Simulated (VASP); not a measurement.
Runs of VASP 6.6.1 on InP. The structure is that of space group F-43m (No. 216), or close to it. The cells are those of the table. 

```tsv
cell	smearing	gap on the mesh (eV)	pressure (GPa)
a = 4.094 Å, angles 60.0°, 2 atoms	gaussian 0.01 eV	1.72	4.4
a = 4.303 Å, angles 60.0°, 2 atoms	fermi-dirac 0.02 eV	0.80	(b)
a = 4.010 Å, angles 60.0°, 2 atoms	gaussian 0.01 eV	2.09	10.6
a = 4.344 Å, angles 60.0°, 2 atoms	fermi-dirac 0.02 eV	(a)	(c)
```

Alike in all rows: no spin polarisation.

Question: Fill in the values left out.

Answer: (a) 0.62; (b) -5.3; (c) -6.5.

Caveats: the PAW data sets were made with another functional, which shifts forces and pressure a little; spin-orbit coupling is left out, which moves the levels of the heavy elements; the cell stands under pressure (at least some runs); the cell stands under tension (at least some runs).

A k mesh can miss the band edges, and the runs leave out spin-orbit coupling on In.
